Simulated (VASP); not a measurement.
# Nb5N (P-6m2) in VASP: a series of runs, part 2 of 2

VASP 6.6.1. Earlier steps stand in the parts before.

## (3) Single point, PBE

This run uses another cell than the first one, of 18.07 Å³/atom.

INCAR reads:

```
PREC = Accurate ; ENCUT = 520
EDIFF = 1E-6 ; ISMEAR = 0
SIGMA = 0.1 ; LREAL = False
LASPH = True ; NELM = 60
ALGO = Normal ; ISIF = 2
LWAVE = False ; LCHARG = False
GGA = PE ; NBANDS = 44
```

KPOINTS reads:

```
regular mesh
0
Gamma
  6 6 2
```

POSCAR reads:

```
Nb5N
1.0
    3.3386069284      0.0000000000      0.0000000000
   -1.6693034642      2.8913184133      0.0000000000
    0.0000000000      0.0000000000     11.2338368504
Nb N
5 1
Direct
    0.6666666667      0.3333333333      0.0000000000
    0.0000000000      0.0000000000      0.7935672648
    0.0000000000      0.0000000000      0.2064327352
    0.6666666667      0.3333333333      0.3902520325
    0.6666666667      0.3333333333      0.6097479675
    0.0000000000      0.0000000000      0.0000000000
```

Potentials or basis: VASP PAW PBE potentials, release 64 (Nb_sv, N).

Launch:

```bash
> cat potpaw_PBE.64/Nb_sv/POTCAR potpaw_PBE.64/N/POTCAR > POTCAR
> mpirun -np 1 vasp_std > vasp.out
```

OUTCAR:

```text
PREC = Accurate
   ENCUT = 520
   EDIFF = 1E-6
   ISMEAR = 0
   LREAL = False
   LASPH = True
   NELM = 60
   ISIF = 2
   GGA = PE

 ion  position               nearest neighbor table
   1  0.667  0.333  0.000-   6 1.93   6 1.93   6 1.93   2 3.02   3 3.02   3 3.02   2 3.02   3 3.02
                             2 3.02
   2  0.000  0.000  0.794-   6 2.32   5 2.82   5 2.82   5 2.82   1 3.02   1 3.02   1 3.02
   3  0.000  0.000  0.206-   6 2.32   4 2.82   4 2.82   4 2.82   1 3.02   1 3.02   1 3.02
   4  0.667  0.333  0.390-   5 2.47   3 2.82   3 2.82   3 2.82
   5  0.667  0.333  0.610-   4 2.47   2 2.82   2 2.82   2 2.82
   6  0.000  0.000  0.000-   1 1.93   1 1.93   1 1.93   3 2.32   2 2.32

  LATTYP: Found a hexagonal cell.
 ALAT       =     3.3386069284
 C/A-ratio  =     3.3648276336

  Lattice vectors:

 A1 = (   3.3386069284,   0.0000000000,   0.0000000000)
 A2 = (  -1.6693034642,   2.8913184133,   0.0000000000)
 A3 = (   0.0000000000,   0.0000000000,  11.2338368504)

Analysis of symmetry for initial positions (statically):
=====================================================================
 Subroutine PRICEL returns:
 Original cell was already a primitive cell.

 Routine SETGRP: Setting up the symmetry group for a
 hexagonal supercell.

 Subroutine GETGRP returns: Found 12 space group operations
 (whereof 12 operations were pure point group operations)
 out of a pool of 24 trial point group operations.

The static configuration has the point symmetry D_3h.

Analysis of symmetry for dynamics (positions and initial velocities):
=====================================================================
 Subroutine PRICEL returns:
 Original cell was already a primitive cell.

 Routine SETGRP: Setting up the symmetry group for a
 hexagonal supercell.

 Subroutine GETGRP returns: Found 12 space group operations
 (whereof 12 operations were pure point group operations)
 out of a pool of 24 trial point group operations.

[... 119 lines left out ...]
  Fermi-wavevector in a.u.,A,eV,Ry     =   1.414852  2.673683 27.236234  2.001807
  Thomas-Fermi vector in A             =   2.536351
   LORBIT       =      0    0 simple, 1 ext, 2 COOP (PROOUT), +10 PAW based schemes
   GGA     = PE    functional components
   LHFCALC =     F    Hartree Fock is set to
   AEXX    =    0.0000 exact exchange contribution
   IVDW    =     0    specifies the selected vdW correction
   LEPSILON=     F    determine dielectric tensor
   LRPA    =     F    only Hartree local field effects (RPA)
 non-spin polarized calculation
 Gauss-broadening in eV      SIGMA  =   0.10
  energy-cutoff  :      520.00
  volume of cell :      108.44
 maximum number of plane-waves:      2934
 NGX is ok and might be reduce to    28
   NGX = 13   NGY = 13   NGZ = 41

 number of electron      69.9999998 magnetization

 Free energy of the ion-electron system (eV)
  ---------------------------------------------------
  ext. energy  EPLUGINS =         0.00000000
  ---------------------------------------------------
  free energy    TOTEN  =       -58.73729536 eV

  energy without entropy =      -58.71057167  energy(sigma->0) =      -58.72393351

 E-fermi :   9.5832     XC(G=0): -11.7996

 val. band max:        9.5730101475   @ k =   0.1667   0.0000   0.5000
 cond. band min:       9.5881479620   @ k =   0.0000   0.0000   0.5000
 fundamental gap:      0.0151378145
 Fermi energy:         9.5832008996

 k-point     1 :       0.0000    0.0000    0.0000
  band No.  band energies     occupation
      1     -45.3069      2.00000
      2     -45.1650      2.00000
      3     -45.1317      2.00000
      4     -45.0030      2.00000
      5     -44.8130      2.00000
      6     -21.9655      2.00000
[... 647 lines left out ...]
     43      12.9304      0.00000
     44      12.9666      0.00000

------------------------ aborting loop because EDIFF is reached ----------------------------------------

  FORCE on cell =-STRESS in cart. coord.  units (eV):
  Direction    XX          YY          ZZ          XY          YZ          ZX
  --------------------------------------------------------------------------------------
  -------------------------------------------------------------------------------------
  Total       -0.4146724     -0.4146724     -0.1553681      0.0000000     -0.0000000      0.0000000
  in kB       -6.1266975     -6.1266975     -2.2955303      0.0000000     -0.0000000      0.0000000
  external PRESSURE =      -4.8496417 kB  Pullay stress =       0.0000000 kB

 VOLUME and BASIS-vectors are now :
 -----------------------------------------------------------------------------
  energy-cutoff  :      520.00
  volume of cell :      108.44
      direct lattice vectors                 reciprocal lattice vectors
     3.338606928  0.000000000  0.000000000     0.299526126  0.172931490  0.000000000
    -1.669303464  2.891318413  0.000000000     0.000000000  0.345862979  0.000000000
     0.000000000  0.000000000 11.233836850     0.000000000  0.000000000  0.089016781

 POSITION                                       TOTAL-FORCE (eV/Angst)
 -----------------------------------------------------------------------------------
      1.66930      0.96377      0.00000        -0.000000      0.000000      0.000000
      0.00000      0.00000      8.91481        -0.000000      0.000000      0.006405
      0.00000      0.00000      2.31903         0.000000      0.000000     -0.006405
      1.66930      0.96377      4.38403         0.000000     -0.000000     -0.001063
      1.66930      0.96377      6.84981         0.000000     -0.000000      0.001063
      0.00000      0.00000      0.00000        -0.000000      0.000000      0.000000
 -----------------------------------------------------------------------------------
    total drift:                               -0.000000      0.000000      0.000000

  FREE ENERGIE OF THE ION-ELECTRON SYSTEM (eV)
  ---------------------------------------------------
  free  energy   TOTEN  =       -58.7372953622 eV

  energy  without entropy=      -58.7105716661  energy(sigma->0) =      -58.72393351
```

It took 68 s on 1 thread of AMD EPYC 9R45 (Zen 5), shared host; peak memory 0.22 GiB.

Results:

```
Free energy            : -58.7373 eV
Pressure               : -0.5 GPa
Largest force          : 0.006 eV/Å
Band gap on the k mesh : zero (bands 35 and 36 overlap by 0.48 eV)
```

Forces in eV/Å, atoms in the order of the input:
```
Nb   0.000  0.000  0.000
Nb   0.000  0.000  0.006
Nb   0.000  0.000 -0.006
Nb   0.000  0.000 -0.001
Nb   0.000  0.000  0.001
N    0.000  0.000  0.000
```

Caveat: the k points lie up to 0.36 Å⁻¹ apart.

The gap in the log of VASP goes by the Fermi energy; the results here count the filled bands.